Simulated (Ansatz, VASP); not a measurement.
## Ta: VASP beside Ansatz

Contents of INCAR:

```
SYSTEM = Ta
PREC = Accurate
ENCUT = 520
EDIFF = 1E-6
ISMEAR = 0
SIGMA = 0.15
LREAL = .FALSE.
LASPH = .TRUE.
NELM = 80
ALGO = Fast
ISIF = 2
LWAVE = .FALSE.
LCHARG = .TRUE.
GGA = PE
LELF = .TRUE.
LVHAR = .TRUE.
NBANDS = 12
```

KPOINTS

```
Automatic mesh
0
G
  18 18 18
  0 0 0
```

File POSCAR:

```
Ta
1.0
   -1.4769403763      1.6594835689      1.9084061042
    1.4769403763     -1.6594835689      1.9084061042
    1.4769403763      1.6594835689     -1.9084061042
Ta
1
Direct
    0.0000000000      0.0000000000      0.0000000000
```

Input for Ansatz:

```yaml
crystal:
  lattice:
    - [-1.4769403763, 1.6594835689, 1.9084061042]
    - [1.4769403763, -1.6594835689, 1.9084061042]
    - [1.4769403763, 1.6594835689, -1.9084061042]
  atoms:
    - { symbol: Ta, position: [0.0, 0.0, 0.0] }
basis:
  ecutwfc: 420
kpoints:
  mp_grid: { grid: [18, 18, 18] }
hamiltonian:
  xc: pbe
  pseudopotentials: { kind: paw, azcp: { folder: soft_1 } }
scf:
  occupations: { method: gaussian, width: 0.15 }
output:
  forces: true
  stress: true
  eigenvalues: true
  write_density: true
  write_potential: true
  elf: true
  volumetric_format: npy
```

Change from the starting cell: normal strain along x -0.1100, normal strain along z +0.1500.

Alike in both runs: task single point; functional PBE; k mesh 18 × 18 × 18; occupations gaussian, width 0.15 eV; no spin polarisation.

|  | VASP | Ansatz |
| --- | --- | --- |
| version | VASP 6.6.1 | Ansatz 0.2.0 |
| potentials or method | VASP PAW PBE potentials, release 64 (Ta_pv), cutoff 520 eV | scalar-relativistic, plane waves, PAW |
| valence electrons in the cell | 11 | 13 |

|  | VASP | Ansatz | Ansatz less VASP |
| --- | --- | --- | --- |
| gap on the k mesh at the Fermi level (eV) | none | none | - |
| pressure (GPa) | -0.5 | -0.5 | -0.05 |
| traceless stress, the component that is largest in VASP (GPa) | -9.24 | -9.24 | +0.006 |

A gap of «none» marks a metal or a gap that the smearing closes. VASP's potentials hold 11 valence electrons a cell and Ansatz's 13, so a difference there can come from the potentials and not from the codes.

Spin-orbit coupling is off throughout.
